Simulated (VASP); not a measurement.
A run of VASP 6.6.1:

File INCAR:

```
ALGO = Normal ; EDIFF = 1E-6
ENCUT = 520 ; GGA = PE
ISIF = 2 ; ISMEAR = 0
ISPIN = 2 ; LASPH = True
LCHARG = False ; LMAXMIX = 6
LORBIT = 11 ; LREAL = False
LWAVE = False ; MAGMOM = 7.54 0
NBANDS = 22 ; NELM = 150
PREC = Accurate ; SIGMA = 0.05
```

KPOINTS

```
k-points
0
Gamma
  12 12 12
```

The input POSCAR:

```
GdN
1.0
    0.0000000000      2.4462326664      2.4462326664
    2.4462326664      0.0000000000      2.4462326664
    2.4462326664      2.4462326664      0.0000000000
Gd N
1 1
Direct
    0.5000000000      0.5000000000      0.5000000000
    0.0000000000      0.0000000000      0.0000000000
```

Potentials or basis: VASP PAW PBE potentials, release 64 (Gd, N).

Run with:

```sh
$ cat potpaw_PBE.64/Gd/POTCAR potpaw_PBE.64/N/POTCAR > POTCAR
$ mpirun -np 1 vasp_std > vasp.out
```

Hardware: 1 thread of Intel(R) Xeon(R) 6975P-C (Granite Rapids), with other jobs on the host.

Task: Estimate the wall time of this run.

Result: Run time: 3.1 min on 1 thread of Intel(R) Xeon(R) 6975P-C (Granite Rapids), with other jobs on the host, peak memory 0.24 GiB. Counts: scf iterations 41, k points 72.
